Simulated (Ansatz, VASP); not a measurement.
## Two plane-wave programs on SnO

Contents of INCAR:

```
SYSTEM = SnO
PREC = Accurate
ENCUT = 600
EDIFF = 1E-7
ISMEAR = -1
SIGMA = 0.05
LREAL = .False.
LASPH = .True.
NELM = 120
ALGO = Normal
ISIF = 3
LWAVE = .False.
LCHARG = .False.
GGA = LIBXC
LIBXC1 = GGA_X_B88
LIBXC2 = GGA_C_PBE
IBRION = 2
NSW = 60
EDIFFG = -0.01
GGA_COMPAT = .False.
NELMIN = 4
```

File KPOINTS:

```
Automatic mesh
0
Gamma
  7 7 6
  0 0 0
```

File POSCAR:

```
SnO
1.0
    3.8136952200      0.0000000000      0.0000000000
    0.0000000000      3.8136952200      0.0000000000
    0.0000000000      0.0000000000      4.8869133000
Sn O
2 2
Direct
    0.5000000000      0.0000000000      0.7646261400
    0.0000000000      0.5000000000      0.2353738600
    0.0000000000      0.0000000000      0.0000000000
    0.5000000000      0.5000000000      0.0000000000
```

input.yaml

```yaml
crystal:
  lattice:
    - [3.81369522, 0.0, 0.0]
    - [0.0, 3.81369522, 0.0]
    - [0.0, 0.0, 4.8869133]
  atoms:
    - { symbol: Sn, position: [0.5, 0.0, 0.76462614] }
    - { symbol: Sn, position: [0.0, 0.5, 0.23537386] }
    - { symbol: O, position: [0.0, 0.0, 0.0] }
    - { symbol: O, position: [0.5, 0.5, 0.0] }
hamiltonian:
  xc: { exchange: b88, correlation: pbe }
  pseudopotentials: { kind: paw }
kpoints:
  mp_grid: { grid: [7, 7, 6] }
scf:
  occupations: { method: fermi_dirac, width: 0.05 }
output:
  forces: true
  stress: true
relax:
  f_tol: 0.01
  max_steps: 40
  cell: { stress_tol: 0.05 }
```

Alike in both runs: task relaxation of cell and atoms; functional b88 exchange, pbe correlation; k mesh 7 × 7 × 6; occupations fermi-dirac, width 0.05 eV; no spin polarisation.

```csv
,VASP,Ansatz
version,VASP 6.6.1,Ansatz 0.2.0
potentials or method,"VASP PAW PBE potentials, release 64 (Sn_d, O)",Ansatz PAW
plane-wave cutoff (eV),600,420
valence electrons in the cell,40,40
```

Ansatz gave:

```
relaxed volume (Å³/atom)                                     : 18.85
relaxed cell length with the largest relative difference (Å) : 5.051
```

**Question.** Which values does VASP return?

**Answer.** Relaxed volume (Å³/atom): 18.75; relaxed cell length with the largest relative difference (Å): 5.024.

VASP's potentials were made for PBE, not for b88 exchange, pbe correlation.

Noted on Ansatz's run: odd divisions of the mesh miss points on the zone boundary, where band edges often lie, so the gap on the mesh can be too wide; the plane-wave basis is chosen anew once the cell has moved, so the energies of steps on either side of that aren't comparable.
